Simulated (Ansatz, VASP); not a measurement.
## Two plane-wave programs on Fe

The input INCAR:

```
PREC     = Accurate       # precision mode
ENCUT    = 520            # plane-wave cutoff, eV
EDIFF    = 1E-6           # SCF threshold, eV
ISMEAR   = 0              # smearing method
SIGMA    = 0.05           # smearing width, eV
LREAL    = False          # projectors in reciprocal space
LASPH    = True           # aspherical terms in the spheres
NELM     = 150            # most SCF steps
ALGO     = Fast           # electronic algorithm
ISIF     = 2              # what is computed and relaxed
LWAVE    = False          # write WAVECAR
LCHARG   = False          # write CHGCAR
ISPIN    = 2              # spin polarisation
MAGMOM   = 2.92           # initial moments
LORBIT   = 11             # projections on sites
LMAXMIX  = 4              # l up to which the mixer works
GGA      = PE             # functional
NBANDS   = 14             # bands
```

File KPOINTS:

```
regular mesh
0
Gamma
  10 10 10
```

File POSCAR:

```
Fe
1.0
    0.0000000000      1.8261246691      1.8261246691
    1.8261246691      0.0000000000      1.8261246691
    1.8261246691      1.8261246691      0.0000000000
Fe
1
Direct
    0.0000000000      0.0000000000      0.0000000000
```

Input for Ansatz:

```yaml
crystal:
  lattice:
    - [0.0, 1.8261246691, 1.8261246691]
    - [1.8261246691, 0.0, 1.8261246691]
    - [1.8261246691, 1.8261246691, 0.0]
  atoms:
    - { symbol: Fe, position: [0.0, 0.0, 0.0], spin: 2.92 }
basis:
  ecutwfc: 420
  ecutrho_ratio: 4
kpoints:
  mp_grid: { grid: [10, 10, 10] }
hamiltonian:
  xc: pbe
scf:
  occupations: { method: gaussian, width: 0.05 }
output:
  forces: true
  stress: true
  eigenvalues: true
  populations: true
magnetization:
  spin_polarized: true
```

Alike in both runs: task single point; functional PBE; k mesh 10 × 10 × 10; occupations gaussian, width 0.05 eV; collinear spin.

|  | VASP | Ansatz |
| --- | --- | --- |
| version | VASP 6.6.1 | Ansatz 0.2.0 |
| potentials or method | VASP PAW PBE potentials, release 64 (Fe), cutoff 520 eV | scalar-relativistic, plane waves, PAW |
| valence electrons in the cell | 8 | 16 |

Ansatz gave:

* gap on the k mesh at the Fermi level (eV): none
* pressure (GPa): -0.9
* net moment per atom (μB): 2.64
* size of the moment on the site where the two differ most (μB): 2.69

Task: Which values does VASP return?

Result: gap on the k mesh at the Fermi level (eV): none; pressure (GPa): -1.7; net moment per atom (μB): 2.64; size of the moment on the site where the two differ most (μB): 2.64.

Site moments also hang on the region over which each program counts them. A gap of «none» marks a metal or a gap that the smearing closes. VASP's potentials hold 8 valence electrons a cell and Ansatz's 16, so a difference there can come from the potentials and not from the codes.
